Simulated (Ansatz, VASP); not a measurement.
**One calculation of In5Sb3As2, two programs**

```
In Sb As
1.0
     2.94665    0.00000    0.00000
     0.00000    5.28920    0.00000
     0.00000    0.00000   17.40402
In Sb As
5 3 2
Direct
  0.00000 0.00000 0.02150
  0.00000 0.00000 0.22869
  0.00000 0.00000 0.43481
  0.00000 0.00000 0.62491
  0.00000 0.00000 0.81518
  0.00000 0.50000 0.12520
  0.00000 0.50000 0.33053
  0.00000 0.50000 0.91950
  0.00000 0.50000 0.54606
  0.00000 0.50000 0.70363
```

Alike in both runs: functional PBE; k mesh 6 × 4 × 1; occupations gaussian, width 0.1 eV; no spin polarisation.

Ansatz relaxed the structure, and its values are those at the end. VASP's run is a single point on that final structure, the one shown.

```csv
,VASP,Ansatz
version,VASP 6.6.1,Ansatz 0.2.0
potentials or method,"VASP PAW PBE potentials, release 64 (In_d, Sb, As), cutoff 520 eV","scalar-relativistic, plane waves, PAW"
valence electrons in the cell,90,140
```

Ansatz gave:

| Property | Result |
| --- | --- |
| gap on the k mesh at the Fermi level (eV) | none |
| pressure (GPa) | 0.0 |
| rms of the force components (eV/Å) | 0.008 |

Task: What did VASP give for the same quantities?

Result: gap on the k mesh at the Fermi level (eV): none; pressure (GPa): 0.0; rms of the force components (eV/Å): 0.010.

A gap of «none» marks a metal or a gap that the smearing closes. VASP's potentials hold 90 valence electrons a cell and Ansatz's 140, so a difference there can come from the potentials and not from the codes.

The k mesh is coarse, so the values compare programs but aren't converged. Spin-orbit coupling is off throughout.
